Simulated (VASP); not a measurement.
Here is a VASP 6.6.1 calculation.

The input INCAR:

```
ALGO = Normal ; EDIFF = 1E-6
ENCUT = 520 ; GGA = PE
ISIF = 2 ; ISMEAR = 0
LASPH = T ; LCHARG = F
LREAL = F ; LWAVE = F
NBANDS = 44 ; NELM = 60
PREC = Accurate ; SIGMA = 0.1
```

The input KPOINTS:

```
k-points
0
Gamma
  3 3 3
```

File POSCAR:

```
K2LiAlF6
1.0
    5.6357970000      0.1533100000     -0.3727460000
   -0.7756520000      4.7644250000     -0.5528970000
   -0.4225420000      0.7261780000      4.4574790000
K Li Al F
2 1 1 6
Direct
    0.4836952715      0.9380438846      0.2733213387
    0.0258385105      0.3339855418      0.9835875403
    0.0627458812      0.8015509167      0.4998969986
    0.5595954709      0.3688201517      0.7456924708
    0.0971068023      0.9074697830      0.0956815484
    1.0045856720      0.2010159298      0.4859079304
    0.6947621797      0.3910040060      0.1108471325
    0.3076668804      0.5483124583      0.7636103080
    0.3087265085      0.2766929537      0.3385923467
    0.6295395867      1.0848076252      0.8430146826
```

Potentials or basis: VASP PAW PBE potentials, release 64 (K_sv, Li_sv, Al, F).

Launch:

```bash
$ cat potpaw_PBE.64/K_sv/POTCAR potpaw_PBE.64/Li_sv/POTCAR potpaw_PBE.64/Al/POTCAR potpaw_PBE.64/F/POTCAR > POTCAR
$ mpirun -np 1 vasp_std > vasp.out
```

(1) What does it give for the band gap on the k mesh?

(2) What does it give for the largest force?

## Answers

(1) 0.82 eV, indirect (least direct gap 0.85 eV).

(2) 10.406 eV/Å.

Caveat: the k points lie up to 0.47 Å⁻¹ apart.
